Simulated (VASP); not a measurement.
Set up this calculation in VASP 6.6.1, as the native input.

| Item | Value |
| --- | --- |
| Task | single point |
| Functional | PBE |
| Potentials or basis | VASP PAW PBE potentials, release 64 (Li_sv, Na_pv, Cl) |
| Cutoff | 520 eV |
| k mesh | 6 × 6 × 6 |
| Occupations | gaussian, width 0.01 eV |
| Spin | no spin polarisation |
| Dipole correction | no |
| Further INCAR settings | ALGO = Normal; EDIFF = 1e-06; NBANDS = 20 |

The structure of NaLiCl2 lies in POSCAR:

```
NaLiCl2
1.0
    1.9497963889      1.1257154700      6.4392618925
   -1.9497963889      1.1257154700      6.4392618925
    0.0000000000     -2.2514309400      6.4392618925
Li Na Cl
1 1 2
Direct
    1.0000000000      0.0000000000      0.0000000000
    0.5000000000      0.5000000000      0.5000000000
    0.2572314964      0.2572314964      0.2572314964
    0.7427685036      0.7427685036      0.7427685036
```

This cell differs from its parent crystal: volume changed by +6%.

The input as run:

INCAR

```
SYSTEM = NaLiCl2
  PREC = Accurate
  ENCUT = 520
  EDIFF = 1E-6
  ISMEAR = 0
  SIGMA = 0.01
  LREAL = .FALSE.
  LASPH = .TRUE.
  NELM = 80
  ALGO = Normal
  ISIF = 2
  LWAVE = .FALSE.
  LCHARG = .FALSE.
  GGA = PE
  NBANDS = 20
```

KPOINTS

```
Automatic mesh
0
G
  6 6 6
  0 0 0
```

Potentials or basis: VASP PAW PBE potentials, release 64 (Li_sv, Na_pv, Cl).

Run with:

```sh
$ cat potpaw_PBE.64/Li_sv/POTCAR potpaw_PBE.64/Na_pv/POTCAR potpaw_PBE.64/Cl/POTCAR > POTCAR
$ mpirun -np 1 vasp_std > vasp.out
```

Results of the run:

```yaml
Largest_force: 0.016 eV/Å
Band_gap_on_the_k_mesh: 5.20 eV, direct
```

It took 2 min on 1 thread of Intel(R) Xeon(R) 6975P-C (Granite Rapids) (shared host), peak memory 0.39 GiB.
